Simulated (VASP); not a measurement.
# Si (P6_3/mmc) in VASP: a series of runs, part 2 of 2

VASP 6.6.1. The steps go on from the part before.

## 4. Single point, LDA

This run uses another cell than the first one, of the same volume but with other edges.

INCAR reads:

```
ALGO = Normal ; EDIFF = 1E-7
ENCUT = 520 ; GGA = CA
ISIF = 2 ; ISMEAR = 0
LASPH = T ; LCHARG = T
LELF = T ; LREAL = F
LVHAR = T ; LWAVE = F
NBANDS = 16 ; NELM = 80
PREC = Accurate ; SIGMA = 0.03
```

KPOINTS reads:

```
k-points
0
Gamma
  12 12 6
```

POSCAR reads:

```
Si
1.0
    3.6607427577      0.0000000000      0.0000000000
   -1.8303713789      3.1702962248      0.0000000000
    0.0000000000      0.0000000000      6.7822581071
Si
4
Direct
    0.3333333333      0.6666666667      0.0868883759
    0.6666666667      0.3333333333      0.5868883759
    0.3333333333      0.6666666667      0.4131116241
    0.6666666667      0.3333333333      0.9131116241
```

Potentials or basis: VASP PAW LDA potentials, release 64 (Si).

Launch:

```bash
cat potpaw_LDA.64/Si/POTCAR > POTCAR
mpirun -np 1 vasp_std > vasp.out
```

OUTCAR:

```text
EDIFF = 1E-7
   ENCUT = 520
   GGA = CA
   ISIF = 2
   ISMEAR = 0
   LASPH = T
   LREAL = F
   NELM = 80
   PREC = Accurate

 ion  position               nearest neighbor table
   1  0.333  0.667  0.087-   3 2.21   4 2.42   4 2.42   4 2.42
   2  0.667  0.333  0.587-   4 2.21   3 2.42   3 2.42   3 2.42
   3  0.333  0.667  0.413-   1 2.21   2 2.42   2 2.42   2 2.42
   4  0.667  0.333  0.913-   2 2.21   1 2.42   1 2.42   1 2.42

  LATTYP: Found a hexagonal cell.
 ALAT       =     3.6607427577
 C/A-ratio  =     1.8527000000

  Lattice vectors:

 A1 = (   3.6607427577,   0.0000000000,   0.0000000000)
 A2 = (  -1.8303713789,   3.1702962248,   0.0000000000)
 A3 = (   0.0000000000,   0.0000000000,   6.7822581071)

Analysis of symmetry for initial positions (statically):
=====================================================================
 Subroutine PRICEL returns:
 Original cell was already a primitive cell.

 Routine SETGRP: Setting up the symmetry group for a
 hexagonal supercell.

 Subroutine GETGRP returns: Found 24 space group operations
 (whereof 12 operations were pure point group operations)
 out of a pool of 24 trial point group operations.

The static configuration has the point symmetry D_3d.
 The point group associated with its full space group is D_6h.

Analysis of symmetry for dynamics (positions and initial velocities):
=====================================================================
 Subroutine PRICEL returns:
 Original cell was already a primitive cell.

 Routine SETGRP: Setting up the symmetry group for a
 hexagonal supercell.

 Subroutine GETGRP returns: Found 24 space group operations
 (whereof 12 operations were pure point group operations)
 out of a pool of 24 trial point group operations.

The dynamic configuration has the point symmetry D_3d.
 The point group associated with its full space group is D_6h.

 Subroutine INISYM returns: Found 24 space group operations
 (whereof 12 operations are pure point group operations),
 and found     1 'primitive' translations

----------------------------------------------------------------------------------------

                                     Primitive cell

  volume of cell :      78.7124

  direct lattice vectors                    reciprocal lattice vectors
     3.660742758  0.000000000  0.000000000     0.273168607  0.157713969  0.000000000
    -1.830371379  3.170296225  0.000000000     0.000000000  0.315427938  0.000000000
     0.000000000  0.000000000  6.782258107     0.000000000  0.000000000  0.147443519

  length of vectors
     3.660742758  3.660742758  6.782258107     0.315427938  0.315427938  0.147443519

  position of ions in fractional coordinates (direct lattice)
     0.333333333  0.666666667  0.086888376
     0.666666667  0.333333333  0.586888376
     0.333333333  0.666666667  0.413111624
     0.666666667  0.333333333  0.913111624

  ion indices of the primitive-cell ions
   primitive index   ion index
                 1           1
                 2           2
                 3           3
                 4           4

[... 26 lines left out ...]
 Following reciprocal coordinates:
            Coordinates               Weight
  0.000000  0.000000  0.000000      1.000000
  0.083333  0.000000  0.000000      6.000000
  0.166667  0.000000  0.000000      6.000000
  0.250000  0.000000  0.000000      6.000000
  0.333333 -0.000000  0.000000      6.000000
  0.416667  0.000000  0.000000      6.000000
[... 16 lines left out ...]
  0.250000  0.000000  0.166667     12.000000
  0.333333 -0.000000  0.166667     12.000000
 [... further k-points ...]
   k-points           NKPTS =     76   k-points in BZ     NKDIM =     76   number of bands    NBANDS=     16
   number of dos      NEDOS =    301   number of ions     NIONS =      4
   total plane-waves  NPLWV =  39200
   dimension x,y,z NGX =    28 NGY =   28 NGZ =   50
   dimension x,y,z NGXF=    56 NGYF=   56 NGZF=  100
   ions per type =               4
   NGX,Y,Z   is equivalent  to a cutoff of  12.72, 12.72, 12.26 a.u.
   NGXF,Y,Z  is equivalent  to a cutoff of  25.43, 25.43, 24.51 a.u.
 SYSTEM =  unknown system
   PREC   = accura    normal or accurate (medium, high low for compatibility)
   ISTART =      0    job   : 0-new  1-cont  2-samecut
   ICHARG =      2    charge: 1-file 2-atom 10-const
   ISPIN  =      1    spin polarized calculation?
   LNONCOLLINEAR =      F non collinear calculations
   LSORBIT =      F    spin-orbit coupling
   LASPH  =      T    aspherical Exc in radial PAW
   ENCUT  =  520.0 eV  38.22 Ry    6.18 a.u.   6.81  6.81 12.61*2*pi/ulx,y,z
   NELM   =     80;   NELMIN=  2; NELMDL= -5     # of ELM steps
   EDIFF  = 0.1E-06   stopping-criterion for ELM
   LREAL  =      F    real-space projection
   EDIFFG = 0.1E-05   stopping-criterion for IOM
   NSW    =      0    number of steps for IOM
   IBRION =     -1    ionic relax: 0-MD 1-quasi-New 2-CG
   NFREE  =      0    steps in history (QN), initial steepest desc. (CG)
   ISIF   =      2    stress and relaxation
   ISYM   =      2    0-nonsym 1-usesym 2-fastsym
   POTIM  = 0.5000    time-step for ionic-motion
   TEBEG  =    0.0;   TEEND  =   0.0 temperature during run
   PSTRESS=    0.0 pullay stress
   NELECT =      16.0000    total number of electrons
   NUPDOWN=      -1.0000    fix difference up-down
   EMIN   =  10.00;   EMAX   =-10.00  energy-range for DOS
   EFERMI =   0.00;   METHOD = LEGACY
   ISMEAR =     0;   SIGMA  =   0.03  broadening in eV -4-tet -1-fermi 0-gaus
   EFERMI_NEDOS =   21; number of points for ismear=-14 and -15
   IALGO  =     38    algorithm
   IMIX   =      4    mixing-type and parameters
     AMIX     =   0.40;   BMIX     =  1.00
     AMIX_MAG =   1.60;   BMIX_MAG =  1.00
  volume/ion in A,a.u.               =      19.68       132.79
  Fermi-wavevector in a.u.,A,eV,Ry     =   0.962573  1.818999 12.606436  0.926547
  Thomas-Fermi vector in A             =   2.092044
   LORBIT       =      0    0 simple, 1 ext, 2 COOP (PROOUT), +10 PAW based schemes
   GGA     = CA    functional components
   LHFCALC =     F    Hartree Fock is set to
   AEXX    =    0.0000 exact exchange contribution
   IVDW    =     0    specifies the selected vdW correction
   LEPSILON=     F    determine dielectric tensor
   LRPA    =     F    only Hartree local field effects (RPA)
 non-spin polarized calculation
 Gauss-broadening in eV      SIGMA  =   0.03
  energy-cutoff  :      520.00
  volume of cell :       78.71
 maximum number of plane-waves:      2140
 NGX is ok and might be reduce to    28

 number of electron      16.0000000 magnetization

 Free energy of the ion-electron system (eV)
  ---------------------------------------------------
  ext. energy  EPLUGINS =         0.00000000
  ---------------------------------------------------
  free energy    TOTEN  =       -22.71245000 eV

  energy without entropy =      -22.71145774  energy(sigma->0) =      -22.71195387

 E-fermi :   6.4095     XC(G=0):  -9.7276

 val. band max:        6.4080305077   @ k =   0.3333   0.0833   0.3333
 cond. band min:       6.4242939277   @ k =   0.0833   0.0000   0.1667
 fundamental gap:      0.0162634200
 Fermi energy:         6.4094526750

 k-point     1 :       0.0000    0.0000    0.0000
  band No.  band energies     occupation
      1      -6.1122      2.00000
      2      -3.8130      2.00000
      3      -2.2960      2.00000
      4       4.0104      2.00000
      5       5.7158      2.00000
      6       5.7158      2.00000
[... 433 lines left out ...]
      3      -1.2196      2.00000
      4       1.4723      2.00000
      5       1.8215      2.00000
      6       3.4827      2.00000
[... 8 lines left out ...]
     15      13.2769      0.00000
     16      13.6079      0.00000

 [... further k-points ...]

------------------------ aborting loop because EDIFF is reached ----------------------------------------

  FORCE on cell =-STRESS in cart. coord.  units (eV):
  Direction    XX          YY          ZZ          XY          YZ          ZX
  --------------------------------------------------------------------------------------
  -------------------------------------------------------------------------------------
  Total       -0.2971415     -0.2971415     -1.9887841      0.0000000      0.0000000      0.0000000
  in kB       -6.0482611     -6.0482611    -40.4813367      0.0000000      0.0000000      0.0000000
  external PRESSURE =     -17.5259530 kB  Pullay stress =       0.0000000 kB

 VOLUME and BASIS-vectors are now :
 -----------------------------------------------------------------------------
  energy-cutoff  :      520.00
  volume of cell :       78.71
      direct lattice vectors                 reciprocal lattice vectors
     3.660742758  0.000000000  0.000000000     0.273168607  0.157713969  0.000000000
    -1.830371379  3.170296225  0.000000000     0.000000000  0.315427938  0.000000000
     0.000000000  0.000000000  6.782258107     0.000000000  0.000000000  0.147443519

 POSITION                                       TOTAL-FORCE (eV/Angst)
 -----------------------------------------------------------------------------------
     -0.00000      2.11353      0.58930         0.000000      0.000000     -3.129861
      1.83037      1.05677      3.98043        -0.000000      0.000000     -3.129861
     -0.00000      2.11353      2.80183         0.000000      0.000000      3.129861
      1.83037      1.05677      6.19296        -0.000000      0.000000      3.129861
 -----------------------------------------------------------------------------------
    total drift:                               -0.000000      0.000000      0.000000

  FREE ENERGIE OF THE ION-ELECTRON SYSTEM (eV)
  ---------------------------------------------------
  free  energy   TOTEN  =       -22.7124499967 eV

  energy  without entropy=      -22.7114577375  energy(sigma->0) =      -22.71195387
```

stdout:

```text
POSCAR found type information on POSCAR Si
 POSCAR found :  1 types and       4 ions
 scaLAPACK will be used
 LDA part: xc-table for (Slater(with rela. corr.)+CA(PZ))
 , standard interpolation
 POSCAR, INCAR and KPOINTS ok, starting setup
 FFT: planning ... GRIDC
 FFT: planning ... GRID_SOFT
 FFT: planning ... GRID
 WAVECAR not read
 entering main loop
```

Wall time 1.7 min (1 thread of Intel Xeon Platinum 8488C (Sapphire Rapids), shared host); peak memory 0.19 GiB.

What came out:

| Item | Value |
| --- | --- |
| Free energy | -22.7124 eV |
| Pressure | -1.8 GPa |
| Largest force | 3.130 eV/Å |
| Band gap on the k mesh | zero (bands 8 and 9 overlap by 1.53 eV) |

Forces on the atoms (eV/Å):
```
Si   0.000  0.000 -3.130
Si   0.000  0.000 -3.130
Si   0.000  0.000  3.130
Si   0.000  0.000  3.130
```

Stress tensor (GPa, compression positive):
```
-0.60  0.00  0.00
 0.00 -0.60  0.00
 0.00  0.00 -4.05
```

Levels at points of the mesh, in eV from the Fermi level:
```tsv
k point	band 4	band 5	band 6	band 7	band 8	band 9	band 10	band 11	band 12	band 13
(0.00, 0.00, 0.00)	-2.40	-0.69	-0.69	0.74	0.93	0.93	2.03	2.03	2.37	4.33
(0.50, 0.00, 0.00)	-5.97	-5.46	-4.03	-2.49	-0.83	0.91	1.01	2.11	2.37	3.60
(0.00, 0.00, 0.50)	-5.81	-0.13	-0.13	-0.13	-0.13	2.83	2.83	3.33	3.33	3.33
(0.50, 0.00, 0.50)	-7.23	-3.56	-3.56	-1.88	-1.88	-0.15	-0.15	1.89	1.89	4.53
```

Caveat: forces of over 1 eV/Å act on the atoms, so gaps and moduli don't describe the material at rest.

## 5. Single point, LDA

INCAR reads:

```
SYSTEM = Si
ALGO = Normal
EDIFF = 1E-6
ENCUT = 520
GGA = CA
ISIF = 2
ISMEAR = 0
LASPH = .TRUE.
LCHARG = .TRUE.
LELF = .TRUE.
LREAL = .FALSE.
LVHAR = .TRUE.
LWAVE = .FALSE.
NBANDS = 16
NELM = 60
PREC = Accurate
SIGMA = 0.03
```

KPOINTS reads:

```
k-points
0
G
  12 12 6
  0 0 0
```

POSCAR reads:

```
Si
1.0
    3.8537843876      0.0000000000      0.0000000000
   -1.9268921938      3.3374751803      0.0000000000
    0.0000000000      0.0000000000      6.1198096075
Si
4
Direct
    0.3333333333      0.6666666667      0.0773474439
    0.6666666667      0.3333333333      0.5773474439
    0.3333333333      0.6666666667      0.4226525561
    0.6666666667      0.3333333333      0.9226525561
```

Launch:

```bash
cat potpaw_LDA.64/Si/POTCAR > POTCAR
mpirun -np 1 vasp_std > vasp.out
```

Run time: 1.8 min. Hardware: 1 thread of Intel Xeon Platinum 8488C (Sapphire Rapids), shared host; peak memory 0.2 GiB.

Results (log left out):

```
Free energy            : -23.0009 eV
Pressure               : 3.0 GPa
Largest force          : 3.910 eV/Å
Band gap on the k mesh : zero (bands 8 and 9 overlap by 0.47 eV)
```

Forces in eV/Å, atoms in the order of the input:
```
Si   0.000  0.000 -3.910
Si   0.000  0.000 -3.910
Si   0.000  0.000  3.910
Si   0.000  0.000  3.910
```

Stress tensor (GPa, compression positive):
```
-6.49  0.00  0.00
 0.00 -6.49  0.00
 0.00  0.00 21.98
```

Levels at points of the mesh, in eV from the Fermi level:
```
           k point  band 4  band 5  band 6  band 7  band 8  band 9  band 10  band 11  band 12  band 13
(0.00, 0.00, 0.00)   -1.88   -1.88   -1.47    0.28    0.28    0.60     1.18     1.18     3.13     3.33
(0.50, 0.00, 0.00)   -5.74   -5.47   -3.89   -3.39   -1.16    0.07     1.85     1.95     2.36     5.39
(0.00, 0.00, 0.50)   -4.88   -1.16   -1.16   -1.16   -1.16    1.56     1.56     2.65     2.65     2.65
(0.50, 0.00, 0.50)   -7.41   -2.97   -2.97   -2.61   -2.61    0.45     0.45     1.73     1.73     4.90
```

Caveat: semilocal functionals underestimate gaps, so a narrow gap can read as zero; forces of over 1 eV/Å act on the atoms, so gaps and moduli don't describe the material at rest.

## 6. The runs side by side

```csv
cell,gap on the mesh (eV),pressure (GPa),largest force (eV/Å)
"a = 3.854, b = 3.854, c = 6.120 Å, angles 90.0, 90.0, 120.0°, 4 atoms, atomic positions A",-,0.1,0.30
"a = 3.578, b = 3.578, c = 7.101 Å, angles 90.0, 90.0, 120.0°, 4 atoms, atomic positions B",none,-1.6,0.79
"a = 3.661, b = 3.661, c = 6.782 Å, angles 90.0, 90.0, 120.0°, 4 atoms, atomic positions C",none,-1.8,3.13
"a = 3.854, b = 3.854, c = 6.120 Å, angles 90.0, 90.0, 120.0°, 4 atoms, atomic positions B",none,3.0,3.91
```

Alike in all rows: task single point; level LDA; potentials or basis VASP PAW LDA potentials, release 64 (Si); no spin polarisation; k mesh 12 × 12 × 6; cutoff (eV) 520; smearing gaussian 0.03 eV.

Caveats: forces of over 1 eV/Å act on the atoms, so gaps and moduli don't describe the material at rest (at least some runs); semilocal functionals underestimate gaps, so a narrow gap can read as zero (at least some runs).

Absolute energies hang on the potentials; compare differences alone.
